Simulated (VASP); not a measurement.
A run of VASP 6.6.1 is set up as follows.

Contents of INCAR:

```
PREC = Accurate
ENCUT = 520
EDIFF = 1E-6
ISMEAR = -1
SIGMA = 0.05
LREAL = False
LASPH = True
NELM = 80
ALGO = Normal
ISIF = 2
LWAVE = False
LCHARG = True
GGA = RE
LELF = True
LVHAR = True
NBANDS = 13
```

The input KPOINTS:

```
regular mesh
0
Gamma
  12 12 12
```

Contents of POSCAR:

```
Ge
1.0
   -1.5950884382      1.5950884382      1.9537222697
    1.5950884382     -1.5950884382      1.9537222697
    1.5950884382      1.5950884382     -1.9537222697
Ge
1
Direct
    0.5000000000      0.5000000000      0.0000000000
```

Potentials or basis: VASP PAW PBE potentials, release 64 (Ge_d).

Launch:

```sh
$ cat potpaw_PBE.64/Ge_d/POTCAR > POTCAR
$ mpirun -np 1 vasp_std > vasp.out
```

Question: Estimate the pressure.

Answer: -0.1 GPa.

Question: What does it give for the band gap on the k mesh?

Answer: Zero (bands 7 and 8 overlap by 10.94 eV).

Caveat: the PAW data sets were made with another functional, which shifts forces and pressure a little.
